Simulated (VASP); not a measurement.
## Nd3H2: single point with PBE

The system is Nd3H2.

```
Nd H
1.0
     5.40844    0.00000    0.00000
    -2.70422    4.68385    0.00000
     0.00000    0.00000    4.30332
Nd H
3 2
Direct
  0.50000 0.00000 0.50000
  0.00000 0.50000 0.50000
  0.50000 0.50000 0.50000
  0.00000 0.00000 0.23637
  0.00000 0.00000 0.76363
```

The cell was generated, and may not be a known phase.

```json
{
 "Program": "VASP 6.6.1",
 "Task": "single point",
 "Functional": "PBE",
 "Potentials or basis": "VASP PAW PBE potentials, release 64 (Nd, H)",
 "Cutoff": "520 eV",
 "k mesh": "6 × 6 × 4",
 "Occupations": "gaussian, width 0.1 eV",
 "Spin": "no spin polarisation"
}
```

```yaml
Pressure: -5.1 GPa
Largest_force: 0.537 eV/Å
Band_gap_on_the_k_mesh: zero (bands 22 and 23 overlap by 0.25 eV)
```

Forces in eV/Å, atoms in the order of the input:
```
Nd   0.000  0.000  0.000
Nd   0.000  0.000  0.000
Nd   0.000  0.000  0.000
H    0.000  0.000  0.537
H    0.000  0.000 -0.537
```

Stress tensor (GPa, compression positive):
```
-5.18  0.00  0.00
 0.00 -5.18  0.00
 0.00  0.00 -4.99
```

Levels at points of the mesh, in eV from the Fermi level:
| k point | band 20 | band 21 | band 22 | band 23 | band 24 | band 25 |
| --- | --- | --- | --- | --- | --- | --- |
| (0.00, 0.00, 0.00) | -0.28 | -0.09 | -0.08 | -0.08 | -0.08 | 0.03 |
| (0.50, 0.00, 0.00) | -0.21 | -0.06 | -0.01 | 0.00 | 0.08 | 0.08 |
| (0.00, 0.00, 0.50) | -0.13 | -0.12 | -0.12 | -0.10 | -0.10 | -0.04 |
| (0.50, 0.00, 0.50) | -0.07 | -0.01 | 0.01 | 0.09 | 0.13 | 0.15 |

Run time: 6.5 min on 1 thread of Intel(R) Xeon(R) 6975P-C (Granite Rapids), with other jobs on the host, peak memory 0.24 GiB.

Caveat: the k points lie up to 0.37 Å⁻¹ apart; spin-orbit coupling is left out, which moves the levels of the heavy elements; semilocal functionals describe open f shells poorly, which spoils levels, moments and volumes. Spin polarisation is off, so any magnetic state and its effect on volume and gap are missing.
